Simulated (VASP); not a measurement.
# K2NaH6Rh (Fm-3m) in VASP: single point with r2SCAN

Aim: the single point of K2NaH6Rh with r2SCAN.

Program: VASP 6.6.1. These are calculated values, not measurements. Logs are shortened: lines on timing, memory, paths and dates and some standing lists are left out, and cuts for length are marked.

**1. The cell of the first run**

Symmetry: Fm-3m, No. 225, cubic system. The conventional cell has a = 8.026 Å, b = 8.026 Å, c = 8.026 Å, α = 90.00°, β = 90.00°, γ = 90.00°. Within 3.7 Å of K (site symmetry -43m) lie 12 H at 2.84 Å and 4 Rh at 3.48 Å and 4 Na at 3.48 Å. Within 2.5 Å of H (site symmetry 4mm) lie 1 Rh at 1.91 Å and 1 Na at 2.10 Å. Within 2.5 Å of Rh (site symmetry m-3m) lie 6 H at 1.91 Å. Within 2.8 Å of Na (site symmetry m-3m) lie 6 H at 2.10 Å.

**2. Single point, r2SCAN, non-collinear spin, zero start, spin-orbit coupling**

The input, POSCAR:

```
K2NaH6Rh
1.0
    0.0000000000      4.0132090000      4.0132090000
    4.0132090000      0.0000000000      4.0132090000
    4.0132090000      4.0132090000      0.0000000000
K H Rh Na
2 6 1 1
Direct
    0.2500000000      0.2500000000      0.2500000000
    0.7500000000      0.7500000000      0.7500000000
    0.7620000000      0.2380000000      0.2380000000
    0.2380000000      0.7620000000      0.2380000000
    0.2380000000      0.7620000000      0.7620000000
    0.7620000000      0.2380000000      0.7620000000
    0.2380000000      0.2380000000      0.7620000000
    0.7620000000      0.7620000000      0.2380000000
    0.0000000000      0.0000000000      0.0000000000
    0.5000000000      0.5000000000      0.5000000000
```

The input, INCAR.step1:

```
  ALGO = Normal
  EDIFF = 1E-4
  ENCUT = 520
  GGA = PE
  GGA_COMPAT = False
  ISMEAR = -1
  LASPH = True
  LCHARG = False
  LMAXMIX = 4
  LREAL = False
  LSORBIT = True
  LWAVE = True
  MAGMOM = 0 0 0 0 0 0 0 0 0 0 0 0 0 0 0 0 0 0 0 0 0 0 0 0 0 0 0 0 0 0
  NBANDS = 66
  NELM = 150
  PREC = Accurate
  SIGMA = 0.1
```

The input, INCAR.step2:

```
  ALGO = Normal
  EDIFF = 1E-6
  ENCUT = 520
  GGA_COMPAT = False
  ISIF = 2
  ISMEAR = -1
  ISTART = 1
  LASPH = True
  LCHARG = False
  LMAXMIX = 4
  LMIXTAU = True
  LORBIT = 11
  LORBMOM = True
  LREAL = False
  LSORBIT = True
  LWAVE = False
  MAGMOM = 0 0 0 0 0 0 0 0 0 0 0 0 0 0 0 0 0 0 0 0 0 0 0 0 0 0 0 0 0 0
  METAGGA = R2SCAN
  NBANDS = 66
  NELM = 150
  PREC = Accurate
  SIGMA = 0.1
```

The input, KPOINTS:

```
k-points
0
Gamma
  6 6 6
```

Potentials or basis: VASP PAW PBE potentials, release 64 (K_sv, H, Rh_pv, Na_pv).

Launch:

```bash
> cat potpaw_PBE.64/K_sv/POTCAR potpaw_PBE.64/H/POTCAR potpaw_PBE.64/Rh_pv/POTCAR potpaw_PBE.64/Na_pv/POTCAR > POTCAR
> cp INCAR.step1 INCAR
> mpirun -np 1 vasp_ncl > vasp.out
> cp INCAR.step2 INCAR
> mpirun -np 1 vasp_ncl > vasp.out
```

OUTCAR:

```text
EDIFF = 1E-6
   ENCUT = 520
   ISIF = 2
   ISMEAR = -1
   ISTART = 1
   LASPH = True
   LORBIT = 11
   LREAL = False
   LSORBIT = True
   METAGGA = R2SCAN
   NELM = 150
   PREC = Accurate

 ion  position               nearest neighbor table
   1  0.250  0.250  0.250-   9 3.48   9 3.48   9 3.48   9 3.48
   2  0.750  0.750  0.750-   9 3.48   9 3.48   9 3.48   9 3.48
   3  0.762  0.238  0.238-   9 1.91
   4  0.238  0.762  0.238-   9 1.91
   5  0.238  0.762  0.762-   9 1.91
   6  0.762  0.238  0.762-   9 1.91
   7  0.238  0.238  0.762-   9 1.91
   8  0.762  0.762  0.238-   9 1.91
   9  0.000  0.000  0.000-   3 1.91   4 1.91   5 1.91   6 1.91   7 1.91   8 1.91   2 3.48   2 3.48
                             1 3.48   2 3.48   2 3.48   1 3.48   1 3.48   1 3.48
  10  0.500  0.500  0.500-

  LATTYP: Found a face centered cubic cell.
 ALAT       =     8.0264180000

  Lattice vectors:

 A1 = (   0.0000000000,   4.0132090000,   4.0132090000)
 A2 = (   4.0132090000,   0.0000000000,   4.0132090000)
 A3 = (   4.0132090000,   4.0132090000,   0.0000000000)

Analysis of symmetry for initial positions (statically):
=====================================================================
 Subroutine PRICEL returns:
 Original cell was already a primitive cell.

 Routine SETGRP: Setting up the symmetry group for a
 face centered cubic supercell.

 Subroutine GETGRP returns: Found 48 space group operations
 (whereof 48 operations were pure point group operations)
 out of a pool of 48 trial point group operations.

The static configuration has the point symmetry O_h .

Analysis of symmetry for dynamics (positions and initial velocities):
=====================================================================
 Subroutine PRICEL returns:
 Original cell was already a primitive cell.

 Routine SETGRP: Setting up the symmetry group for a
 face centered cubic supercell.

 Subroutine GETGRP returns: Found 48 space group operations
 (whereof 48 operations were pure point group operations)
 out of a pool of 48 trial point group operations.

The dynamic configuration has the point symmetry O_h .

Analysis of structural, dynamic, and magnetic symmetry:
=====================================================================
 Subroutine PRICEL returns:
 Original cell was already a primitive cell.

 Routine SETGRP: Setting up the symmetry group for a
 face centered cubic supercell.

 Subroutine GETGRP returns: Found 48 space group operations
 (whereof 48 operations were pure point group operations)
 out of a pool of 48 trial point group operations.

The overall configuration has the point symmetry O_h .

 Subroutine INISYM returns: Found 48 space group operations
 (whereof 48 operations are pure point group operations),
 and found     1 'primitive' translations

----------------------------------------------------------------------------------------

                                     Primitive cell

  volume of cell :     129.2723

  direct lattice vectors                    reciprocal lattice vectors
     0.000000000  4.013209000  4.013209000    -0.124588577  0.124588577  0.124588577
     4.013209000  0.000000000  4.013209000     0.124588577 -0.124588577  0.124588577
     4.013209000  4.013209000  0.000000000     0.124588577  0.124588577 -0.124588577

  length of vectors
     5.675534596  5.675534596  5.675534596     0.215793746  0.215793746  0.215793746

  position of ions in fractional coordinates (direct lattice)
     0.250000000  0.250000000  0.250000000
     0.750000000  0.750000000  0.750000000
     0.762000000  0.238000000  0.238000000
     0.238000000  0.762000000  0.238000000
     0.238000000  0.762000000  0.762000000
     0.762000000  0.238000000  0.762000000
     0.238000000  0.238000000  0.762000000
     0.762000000  0.762000000  0.238000000
     0.000000000  0.000000000  0.000000000
     0.500000000  0.500000000  0.500000000

  ion indices of the primitive-cell ions
   primitive index   ion index
                 1           1
                 2           2
                 3           3
                 4           4
                 5           5
                 6           6
                 7           7
                 8           8
                 9           9
                10          10

----------------------------------------------------------------------------------------

 KPOINTS: k-points
[... 1094 lines left out ...]

------------------------ aborting loop because EDIFF is reached ----------------------------------------

  FORCE on cell =-STRESS in cart. coord.  units (eV):
  Direction    XX          YY          ZZ          XY          YZ          ZX
  --------------------------------------------------------------------------------------
  -------------------------------------------------------------------------------------
  Total       -4.5991218     -4.5991218     -4.5991218      0.0000000      0.0000000      0.0000000
  in kB      -57.0006964    -57.0006964    -57.0006964      0.0000000      0.0000000      0.0000000
  external PRESSURE =     -57.0006964 kB  Pullay stress =       0.0000000 kB

 VOLUME and BASIS-vectors are now :
 -----------------------------------------------------------------------------
  energy-cutoff  :      520.00
  volume of cell :      129.27
      direct lattice vectors                 reciprocal lattice vectors
     0.000000000  4.013209000  4.013209000    -0.124588577  0.124588577  0.124588577
     4.013209000  0.000000000  4.013209000     0.124588577 -0.124588577  0.124588577
     4.013209000  4.013209000  0.000000000     0.124588577  0.124588577 -0.124588577

 POSITION                                       TOTAL-FORCE (eV/Angst)
 -----------------------------------------------------------------------------------
      2.00660      2.00660      2.00660         0.000000      0.000000     -0.000000
      6.01981      6.01981      6.01981        -0.000000      0.000000     -0.000000
      1.91029      4.01321      4.01321        -2.029661     -0.000000     -0.000000
      4.01321      1.91029      4.01321         0.000000     -2.029661     -0.000000
      6.11613      4.01321      4.01321         2.029661     -0.000000     -0.000000
      4.01321      6.11613      4.01321         0.000000      2.029661     -0.000000
      4.01321      4.01321      1.91029         0.000000     -0.000000     -2.029661
      4.01321      4.01321      6.11613         0.000000     -0.000000      2.029661
      0.00000      0.00000      0.00000         0.000000     -0.000000     -0.000000
      4.01321      4.01321      4.01321         0.000000     -0.000000     -0.000000
 -----------------------------------------------------------------------------------
    total drift:                               -0.000000      0.000000      0.000000

  FREE ENERGIE OF THE ION-ELECTRON SYSTEM (eV)
  ---------------------------------------------------
  free  energy   TOTEN  =       -63.1491864053 eV

  energy  without entropy=      -63.1491645625  energy(sigma->0) =      -63.14917548

 orbital moment (x)

 # of ion     p       d       tot
 ----------------------------------------
  1         0.000   0.000   0.000
  2         0.000   0.000   0.000
  3         0.000   0.000   0.000
  4        -0.000   0.000  -0.000
  5         0.000   0.000   0.000
  6        -0.000   0.000  -0.000
  7         0.000   0.000   0.000
  8         0.000   0.000   0.000
  9         0.000  -0.000  -0.000
 10         0.000   0.000   0.000
 ----------------------------------------
            0.000   0.000   0.000

 orbital moment (y)

 # of ion     p       d       tot
 ----------------------------------------
  1         0.000   0.000   0.000
  2         0.000   0.000   0.000
  3         0.000   0.000   0.000
  4         0.000   0.000   0.000
  5         0.000   0.000   0.000
  6         0.000   0.000   0.000
  7         0.000   0.000   0.000
  8         0.000   0.000   0.000
  9         0.000  -0.000  -0.000
 10         0.000   0.000   0.000
 ----------------------------------------
            0.000   0.000   0.000

 orbital moment (z)

 # of ion     p       d       tot
 ----------------------------------------
  1         0.000   0.000   0.000
  2         0.000   0.000   0.000
  3         0.000   0.000   0.000
  4         0.000   0.000   0.000
  5         0.000   0.000   0.000
  6         0.000   0.000   0.000
  7         0.000   0.000   0.000
  8        -0.000   0.000  -0.000
  9         0.000   0.000   0.000
 10         0.000   0.000   0.000
 ----------------------------------------
           -0.000   0.000   0.000

 Spin-Orbit-Coupling matrix elements

 Ion:    1  E_soc:     -0.0072549
 l=   1
     0.0000000    -0.0012083    -0.0012083
    -0.0012083     0.0000000    -0.0012083
    -0.0012083    -0.0012083     0.0000000
 l=   2
     0.0000000    -0.0000005     0.0000000    -0.0000005    -0.0000003
    -0.0000005     0.0000000    -0.0000003    -0.0000005    -0.0000001
     0.0000000    -0.0000003     0.0000000    -0.0000003     0.0000000
    -0.0000005    -0.0000005    -0.0000003     0.0000000    -0.0000001
    -0.0000003    -0.0000001     0.0000000    -0.0000001     0.0000000
 l=   3
     0.0000000     0.0000000     0.0000000     0.0000000     0.0000000     0.0000000     0.0000000
     0.0000000     0.0000000     0.0000000     0.0000000     0.0000000     0.0000000     0.0000000
     0.0000000     0.0000000     0.0000000     0.0000000     0.0000000     0.0000000     0.0000000
     0.0000000     0.0000000     0.0000000     0.0000000     0.0000000     0.0000000     0.0000000
[... 169 lines left out ...]
 l=   2
     0.0000000     0.0000000     0.0000000     0.0000000     0.0000000
     0.0000000     0.0000000     0.0000000     0.0000000     0.0000000
     0.0000000     0.0000000     0.0000000     0.0000000     0.0000000
     0.0000000     0.0000000     0.0000000     0.0000000     0.0000000
     0.0000000     0.0000000     0.0000000     0.0000000     0.0000000
 l=   3
     0.0000000     0.0000000     0.0000000     0.0000000     0.0000000     0.0000000     0.0000000
     0.0000000     0.0000000     0.0000000     0.0000000     0.0000000     0.0000000     0.0000000
     0.0000000     0.0000000     0.0000000     0.0000000     0.0000000     0.0000000     0.0000000
     0.0000000     0.0000000     0.0000000     0.0000000     0.0000000     0.0000000     0.0000000
     0.0000000     0.0000000     0.0000000     0.0000000     0.0000000     0.0000000     0.0000000
     0.0000000     0.0000000     0.0000000     0.0000000     0.0000000     0.0000000     0.0000000
     0.0000000     0.0000000     0.0000000     0.0000000     0.0000000     0.0000000     0.0000000

 total charge

# of ion       s       p       d       tot
------------------------------------------
    1        1.964   5.686   0.032   7.681
    2        1.964   5.686   0.032   7.681
    3        0.512   0.005   0.000   0.517
    4        0.512   0.005   0.000   0.517
    5        0.512   0.005   0.000   0.517
    6        0.512   0.005   0.000   0.517
    7        0.512   0.005   0.000   0.517
    8        0.512   0.005   0.000   0.517
    9        0.326   6.263   6.953  13.542
   10        0.072   6.004   0.000   6.076
--------------------------------------------------
tot          7.399  23.667   7.016  38.082

 magnetization (x)

# of ion       s       p       d       tot
------------------------------------------
    1        0.000   0.000  -0.000  -0.000
    2        0.000   0.000   0.000   0.000
    3        0.000   0.000   0.000   0.000
    4        0.000  -0.000   0.000   0.000
    5        0.000   0.000   0.000   0.000
    6        0.000  -0.000   0.000   0.000
    7       -0.000   0.000   0.000  -0.000
    8       -0.000   0.000   0.000  -0.000
    9       -0.000   0.000  -0.000  -0.000
   10       -0.000   0.000   0.000  -0.000
--------------------------------------------------
tot         -0.000  -0.000  -0.000  -0.000

 magnetization (y)

# of ion       s       p       d       tot
------------------------------------------
    1        0.000   0.000   0.000   0.000
    2        0.000   0.000   0.000   0.000
    3       -0.000   0.000   0.000  -0.000
    4        0.000   0.000   0.000   0.000
    5       -0.000   0.000   0.000  -0.000
    6        0.000   0.000   0.000   0.000
    7        0.000  -0.000   0.000   0.000
    8        0.000  -0.000   0.000   0.000
    9        0.000   0.000  -0.000  -0.000
   10        0.000   0.000   0.000   0.000
--------------------------------------------------
tot          0.000   0.000   0.000   0.000

 magnetization (z)

# of ion       s       p       d       tot
------------------------------------------
    1       -0.000   0.000   0.000  -0.000
    2        0.000   0.000   0.000   0.000
    3        0.000  -0.000   0.000   0.000
    4       -0.000   0.000   0.000  -0.000
    5        0.000  -0.000   0.000   0.000
    6       -0.000   0.000   0.000  -0.000
    7        0.000   0.000   0.000   0.000
    8        0.000   0.000   0.000   0.000
    9        0.000  -0.000  -0.000  -0.000
   10        0.000   0.000   0.000   0.000
--------------------------------------------------
tot          0.000   0.000   0.000   0.000
```

Run time: 15 min. Hardware: 1 thread of Intel Xeon 6975P-C (Granite Rapids), shared host; peak memory 0.81 GiB.

Results:

```
Free energy                                           : -63.1492 eV
Pressure                                              : -5.7 GPa
Largest force                                         : 2.030 eV/Å
Net moment                                            : 0.00 μB per cell
Valence electrons inside the program's atomic spheres : K 7.68; H 0.52; Rh 13.54; Na 6.08
```

Forces on the atoms (eV/Å):
```
K    0.000  0.000  0.000
K    0.000  0.000  0.000
H   -2.030  0.000  0.000
H    0.000 -2.030  0.000
H    2.030  0.000  0.000
H    0.000  2.030  0.000
H    0.000  0.000 -2.030
H    0.000  0.000  2.030
Rh   0.000  0.000  0.000
Na   0.000  0.000  0.000
```

Moments on the atoms (μB; x, y, z):
```
K   0.00 0.00 0.00
K   0.00 0.00 0.00
H   0.00 0.00 0.00
H   0.00 0.00 0.00
H   0.00 0.00 0.00
H   0.00 0.00 0.00
H   0.00 0.00 0.00
H   0.00 0.00 0.00
Rh  0.00 0.00 0.00
Na  0.00 0.00 0.00
```

Caveat: the cell stands under tension; the PAW data sets were made with another functional, which shifts forces and pressure a little.
